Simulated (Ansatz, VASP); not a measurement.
BAs: VASP beside Ansatz

Contents of POSCAR:

```
BAs
1.0
    0.0000000000      2.3799082694      2.3978472764
    2.3799082694      0.0000000000      2.3978472764
    2.3799082694      2.3799082694      0.0000000000
B As
1 1
Direct
    0.0000000000      0.0000000000      0.0000000000
    0.2500000000      0.2500000000      0.2500000000
```

Contents of INCAR.step1:

```
PREC     = Accurate       # precision mode
ENCUT    = 520            # plane-wave cutoff, eV
ISMEAR   = 0              # smearing method
SIGMA    = 0.01           # smearing width, eV
LREAL    = False          # projectors in reciprocal space
LASPH    = True           # aspherical terms in the spheres
NELM     = 100            # most SCF steps
NBANDS   = 11             # bands
GGA      = PE             # functional
ALGO     = Normal         # electronic algorithm
EDIFF    = 1E-4           # SCF threshold, eV
LWAVE    = True           # write WAVECAR
LCHARG   = False          # write CHGCAR
```

File INCAR.step2:

```
PREC     = Accurate       # precision mode
ENCUT    = 520            # plane-wave cutoff, eV
EDIFF    = 1E-7           # SCF threshold, eV
ISMEAR   = 0              # smearing method
SIGMA    = 0.01           # smearing width, eV
LREAL    = False          # projectors in reciprocal space
LASPH    = True           # aspherical terms in the spheres
NELM     = 100            # most SCF steps
ALGO     = Normal         # electronic algorithm
ISIF     = 2              # what is computed and relaxed
LWAVE    = False          # write WAVECAR
LCHARG   = True           # write CHGCAR
METAGGA  = R2SCAN         # meta-GGA
LMIXTAU  = True         
LELF     = True           # ELF
LVHAR    = True         
NBANDS   = 11             # bands
ISTART   = 1
```

The input KPOINTS:

```
Automatic mesh
0
Gamma
  10 10 10
```

Input for Ansatz:

```yaml
crystal:
  lattice:
    - [0.0, 2.3799082694, 2.3978472764]
    - [2.3799082694, 0.0, 2.3978472764]
    - [2.3799082694, 2.3799082694, 0.0]
  atoms:
    - { symbol: B, position: [0.0, 0.0, 0.0] }
    - { symbol: As, position: [0.25, 0.25, 0.25] }
kpoints:
  mp_grid: { grid: [10, 10, 10] }
  band_path:
    path:
      - [0.0, 0.0, 0.0]
      - [-0.5, -0.5, 0.0]
      - [-0.375, -0.375, 0.25]
      - [-0.375, 0.0, 0.375]
      - [0.0, 0.0, 0.5]
      - [-0.5, -0.25, 0.25]
      - [0.0, 0.398437, 0.398438]
    npoints: 1
hamiltonian:
  xc: r2scan
scf:
  occupations: { method: fixed }
  n_extra_bands: 4
output:
  forces: true
  stress: true
  eigenvalues: true
```

Change from the starting cell: epitaxial_xy strain -0.5%.

Alike in both runs: task single point; functional r2SCAN; k mesh 10 × 10 × 10; no spin polarisation.

```csv
,VASP,Ansatz
version,VASP 6.6.1,Ansatz 0.2.0
potentials or method,"VASP PAW PBE potentials, release 64 (B, As)","plane waves, PAW"
plane-wave cutoff (eV),520,500
occupations,"gaussian, width 0.01 eV",fixed
valence electrons in the cell,8,18
```

Ansatz gave:

- gap on the k mesh at the Fermi level (eV): 1.31
- pressure (GPa): 1.1
- traceless stress, the component that is largest in VASP (GPa): -1.14

Q: Which values does VASP return?

A: gap on the k mesh at the Fermi level (eV): 1.31; pressure (GPa): 1.3; traceless stress, the component that is largest in VASP (GPa): -1.13.

VASP's potentials were made for PBE, not for r2SCAN. VASP's potentials hold 8 valence electrons a cell and Ansatz's 18, so a difference there can come from the potentials and not from the codes.
